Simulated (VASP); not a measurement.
# Lu (P6/mmm) in VASP: further runs, part 2 of 2

VASP 6.6.1. The steps go on from the part before.

### Step 3. Single point, PBE (25.59 Å³/atom)

Contents of INCAR:

```
PREC = Accurate
ENCUT = 520
EDIFF = 1E-6
ISMEAR = -1
SIGMA = 0.1
LREAL = F
LASPH = T
NELM = 80
ALGO = Normal
ISIF = 2
LWAVE = F
LCHARG = T
GGA = PE
LELF = T
LVHAR = T
NBANDS = 44
```

Contents of KPOINTS:

```
Automatic mesh
0
Gamma
  7 7 10
```

Contents of POSCAR:

```
Lu
1.0
    5.2174248671      0.0000000000      0.0000000000
   -2.6087124336      4.5184224772      0.0000000000
    0.0000000000      0.0000000000      3.2558723144
Lu
3
Direct
    0.0000000000      0.0000000000      0.0000000000
    0.3333333333      0.6666666667      0.5000000000
    0.6666666667      0.3333333333      0.5000000000
```

Potentials or basis: VASP PAW PBE potentials, release 64 (Lu).

Launch:

```bash
$ cat potpaw_PBE.64/Lu/POTCAR > POTCAR
$ mpirun -np 1 vasp_std > vasp.out
```

It took 4 min on 1 thread of Intel Xeon Platinum 8259CL at 2.50GHz (Skylake/Cascade Lake), shared host; peak memory 0.27 GiB.

The run converged. Its results:

```
Free energy            : -13.1518 eV
Pressure               : 7.5 GPa
Band gap on the k mesh : zero (an odd number of electrons rules out a gap without spin polarisation)
```

Levels at points of the mesh, in eV from the Fermi level:
```csv
k point,band 34,band 35,band 36,band 37,band 38,band 39,band 40,band 41,band 42,band 43
"(0.00, 0.00, 0.00)",-4.51,-1.37,0.09,0.09,0.15,0.15,0.27,2.27,3.21,3.21
"(0.00, 0.00, 0.50)",-2.55,-1.59,-1.40,-1.40,-0.83,-0.83,2.19,2.19,2.85,2.85
```

Caveat: the cell stands under pressure; spin-orbit coupling is left out, which moves the levels of the heavy elements.

### Step 4. Single point, PBE

This run uses another cell than the first one, of 29.07 Å³/atom.

Contents of INCAR:

```
SYSTEM = Lu
ALGO     = Normal         ! electronic algorithm
EDIFF    = 1E-6           ! SCF threshold, eV
ENCUT    = 520            ! plane-wave cutoff, eV
GGA      = PE             ! functional
ISIF     = 2              ! what is computed and relaxed
ISMEAR   = -1             ! smearing method
LASPH    = .TRUE.         ! aspherical terms in the spheres
LCHARG   = .FALSE.        ! write CHGCAR
LREAL    = .FALSE.        ! projectors in reciprocal space
LWAVE    = .FALSE.        ! write WAVECAR
NBANDS   = 44             ! bands
NELM     = 100            ! most SCF steps
PREC     = Accurate       ! precision mode
SIGMA    = 0.1            ! smearing width, eV
```

Contents of KPOINTS:

```
k-points
0
G
  7 7 10
  0 0 0
```

Contents of POSCAR:

```
Lu
1.0
    5.4334430410      0.0000000000      0.0000000000
   -2.7167215205      4.7054997035      0.0000000000
    0.0000000000      0.0000000000      3.4115116824
Lu
3
Direct
    0.0000000000      0.0000000000      0.0000000000
    0.3333333333      0.6666666667      0.5000000000
    0.6666666667      0.3333333333      0.5000000000
```

Potentials or basis: VASP PAW PBE potentials, release 64 (Lu).

Launch:

```bash
$ cat potpaw_PBE.64/Lu/POTCAR > POTCAR
$ mpirun -np 1 vasp_std > vasp.out
```

OUTCAR:

```text
SYSTEM = Lu
   EDIFF = 1E-6
   ENCUT = 520
   GGA = PE
   ISIF = 2
   ISMEAR = -1
   LASPH = .TRUE.
   LREAL = .FALSE.
   NELM = 100
   PREC = Accurate

 ion  position               nearest neighbor table
   1  0.000  0.000  0.000-   2 3.57   3 3.57   2 3.57   3 3.57   2 3.57   2 3.57   3 3.57   3 3.57
                             3 3.57   3 3.57   2 3.57   2 3.57
   2  0.333  0.667  0.500-   3 3.14   3 3.14   3 3.14   1 3.57   1 3.57   1 3.57   1 3.57   1 3.57
                             1 3.57
   3  0.667  0.333  0.500-   2 3.14   2 3.14   2 3.14   1 3.57   1 3.57   1 3.57   1 3.57   1 3.57
                             1 3.57

  LATTYP: Found a hexagonal cell.
[... 1325 lines left out ...]
  --------------------------------------------------------------------------------------
  -------------------------------------------------------------------------------------
  Total        0.1254333      0.1254333      0.1145607      0.0000000      0.0000000     -0.0000000
  in kB        2.3040711      2.3040711      2.1043518      0.0000000      0.0000000     -0.0000000
  external PRESSURE =       2.2374980 kB  Pullay stress =       0.0000000 kB

 VOLUME and BASIS-vectors are now :
 -----------------------------------------------------------------------------
  energy-cutoff  :      520.00
  volume of cell :       87.22
      direct lattice vectors                 reciprocal lattice vectors
     5.433443041  0.000000000  0.000000000     0.184045364  0.106258640  0.000000000
    -2.716721521  4.705499704  0.000000000     0.000000000  0.212517280  0.000000000
     0.000000000  0.000000000  3.411511682     0.000000000  0.000000000  0.293125187

 POSITION                                       TOTAL-FORCE (eV/Angst)
 -----------------------------------------------------------------------------------
      0.00000      0.00000      0.00000         0.000000      0.000000      0.000000
     -0.00000      3.13700      1.70576         0.000000      0.000000      0.000000
      2.71672      1.56850      1.70576        -0.000000      0.000000      0.000000
 -----------------------------------------------------------------------------------
    total drift:                               -0.000000      0.000000      0.000000

  FREE ENERGIE OF THE ION-ELECTRON SYSTEM (eV)
  ---------------------------------------------------
  free  energy   TOTEN  =       -13.3747685692 eV

  energy  without entropy=      -13.2068871174  energy(sigma->0) =      -13.29082784
```

It took 4 min on 1 thread of Intel Xeon Platinum 8259CL at 2.50GHz (Skylake/Cascade Lake), shared host; peak memory 0.29 GiB.

What came out:

- Free energy: -13.3748 eV
- Pressure: 0.2 GPa
- Band gap on the k mesh: zero (an odd number of electrons rules out a gap without spin polarisation)

Levels at points of the mesh, in eV from the Fermi level:
```
           k point  band 35  band 36  band 37  band 38  band 39  band 40  band 41  band 42
(0.00, 0.00, 0.00)    -1.10     0.00     0.00     0.05     0.05     0.20     2.12     2.98
(0.00, 0.00, 0.50)    -1.74    -1.06    -1.06    -0.63    -0.63     2.03     2.03     2.46
```

Caveat: spin-orbit coupling is left out, which moves the levels of the heavy elements.

### Step 5. Single point, PBE, collinear spin

This run uses another cell than the first one, of 12.50 Å³/atom.

Contents of INCAR:

```
SYSTEM = Lu
PREC = Accurate
ENCUT = 520
EDIFF = 1E-6
ISMEAR = -1
SIGMA = 0.1
LREAL = .FALSE.
LASPH = .TRUE.
NELM = 150
ALGO = Normal
ISIF = 2
LWAVE = .FALSE.
LCHARG = .FALSE.
ISPIN = 2
MAGMOM = 0.2 0.2 0.2
LORBIT = 11
GGA = PE
NBANDS = 48
```

Contents of KPOINTS:

```
regular mesh
0
G
  7 7 10
  0 0 0
```

Contents of POSCAR:

```
Lu
1.0
    4.1988055768      0.0000000000      0.0000000000
   -2.0994027884      3.6362722951      0.0000000000
    0.0000000000      0.0000000000      2.4564844826
Lu
3
Direct
    0.0000000000      0.0000000000      0.0000000000
    0.3333333333      0.6666666667      0.5000000000
    0.6666666667      0.3333333333      0.5000000000
```

Launch:

```bash
$ cat potpaw_PBE.64/Lu/POTCAR > POTCAR
$ mpirun -np 1 vasp_std > vasp.out
```

Run time: 3.8 min. Hardware: 1 thread of Intel Xeon Platinum 8259CL at 2.50GHz (Skylake/Cascade Lake), shared host; peak memory 0.25 GiB.

Results (log left out):

| Item | Value |
| --- | --- |
| Free energy | -0.2988 eV |
| Pressure | 166.9 GPa |
| Net moment | 0.00 μB per cell |

Stress tensor (GPa, compression positive):
```
166.44   0.00   0.00
  0.00 166.44   0.00
  0.00   0.00 167.95
```

Levels at points of the mesh, in eV from the Fermi level:
Spin up:
```
           k point  band 34  band 35  band 36  band 37  band 38  band 39  band 40  band 41  band 42  band 43
(0.00, 0.00, 0.00)    -4.41    -3.90     0.43     1.57     1.57     1.90     1.93     1.93     3.95     3.95
(0.00, 0.00, 0.50)    -4.46    -4.46    -2.64    -2.64    -0.01     1.72     2.86     2.86     5.65     5.65
```
Spin down:
| k point | band 34 | band 35 | band 36 | band 37 | band 38 | band 39 | band 40 | band 41 | band 42 | band 43 |
| --- | --- | --- | --- | --- | --- | --- | --- | --- | --- | --- |
| (0.00, 0.00, 0.00) | -4.41 | -3.90 | 0.43 | 1.57 | 1.57 | 1.90 | 1.93 | 1.93 | 3.95 | 3.95 |
| (0.00, 0.00, 0.50) | -4.46 | -4.46 | -2.64 | -2.64 | -0.01 | 1.72 | 2.86 | 2.86 | 5.65 | 5.65 |

Caveat: the cell stands under pressure; spin-orbit coupling is left out, which moves the levels of the heavy elements.

### Step 6. Overview

| spin | cell | gap on the mesh (eV) | pressure (GPa) |
| --- | --- | --- | --- |
| off | a = 5.217, b = 5.217, c = 3.256 Å, angles 90.0, 90.0, 120.0°, 3 atoms | none | 7.5 |
| off | a = 5.433, b = 5.433, c = 3.412 Å, angles 90.0, 90.0, 120.0°, 3 atoms | none | 0.2 |
| collinear | a = 4.199, b = 4.199, c = 2.456 Å, angles 90.0, 90.0, 120.0°, 3 atoms | none | 166.9 |

Alike in all rows: task single point; level PBE; potentials or basis VASP PAW PBE potentials, release 64 (Lu); k mesh 7 × 7 × 10; cutoff (eV) 520; smearing fermi-dirac 0.1 eV.

Caveats: spin-orbit coupling is left out, which moves the levels of the heavy elements; the cell stands under pressure (at least some runs).

Total energies depend on the potentials used, so only differences within one code and one set of settings carry meaning.
